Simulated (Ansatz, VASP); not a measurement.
## One calculation of Ti, two programs

```
CELL_PARAMETERS angstrom
2.95000 0.00000 0.00000
-1.47500 2.55477 0.00000
0.00000 0.00000 4.68000
ATOMIC_POSITIONS crystal
Ti 0.66667 0.33333 0.75000
Ti 0.33333 0.66667 0.25000
```

Alike in both runs: task relaxation of cell and atoms; functional RPBE; dispersion D4; k mesh 10 × 10 × 6; occupations fermi-dirac, width 0.05 eV; no spin polarisation.

```csv
,VASP,Ansatz
version,VASP 6.6.1,Ansatz 0.2.0
potentials or method,"VASP PAW PBE potentials, release 64 (Ti_sv)",Ansatz PAW
plane-wave cutoff (eV),600,420
valence electrons in the cell,24,24
```

VASP gave:

| Property | Result |
| --- | --- |
| gap on the k mesh at the Fermi level, each at its own relaxed structure (eV) | none |
| relaxed volume (Å³/atom) | 17.33 |
| relaxed cell length with the largest relative difference (Å) | 2.935 |

Problem. Estimate Ansatz's values.

Solution. gap on the k mesh at the Fermi level, each at its own relaxed structure (eV): none; relaxed volume (Å³/atom): 17.38; relaxed cell length with the largest relative difference (Å): 2.938.

VASP's potentials were made for PBE, not for RPBE. A gap of «none» marks a metal or a gap that the smearing closes.

Noted on Ansatz's run: the plane-wave basis is chosen anew once the cell has moved, so the energies of steps on either side of that aren't comparable.
